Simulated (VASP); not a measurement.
# GaN: single point with r2SCAN+rVV10

Crystal: GaN.

```
Ga N
1.0
     0.00000    2.23838    2.23838
     2.23838    0.00000    2.23838
     2.23838    2.23838    0.00000
Ga N
1 1
Direct
  0.00000 0.00000 0.00000
  0.25000 0.25000 0.25000
```

* Program: VASP 6.6.1
* Task: single point
* Functional: r2SCAN
* Dispersion: rVV10
* Potentials or basis: VASP PAW PBE potentials, release 64 (Ga_d, N)
* Cutoff: 520 eV
* k mesh: 10 × 10 × 10
* Occupations: fermi-dirac, width 0.05 eV
* Spin: no spin polarisation

```json
{"Pressure": "2.7 GPa", "Band gap on the k mesh": "2.22 eV"}
```

Levels at points of the mesh, in eV from the valence-band top:
| k point | band 7 | band 8 | band 9 | band 10 | band 11 | band 12 |
| --- | --- | --- | --- | --- | --- | --- |
| (0.00, 0.00, 0.00) | 0.00 | 0.00 | 0.00 | 2.22 | 11.12 | 11.12 |
| (0.50, 0.00, 0.00) | -7.31 | -1.02 | -1.02 | 5.28 | 9.51 | 11.08 |
| (0.50, 0.50, 0.00) | -6.31 | -2.86 | -2.86 | 3.72 | 7.34 | 12.69 |

Run time: 48 s on 1 thread of Intel(R) Xeon(R) 6975P-C (Granite Rapids), with other jobs on the host, peak memory 0.22 GiB.

Caveat: the PAW data sets were made with another functional, which shifts forces and pressure a little.
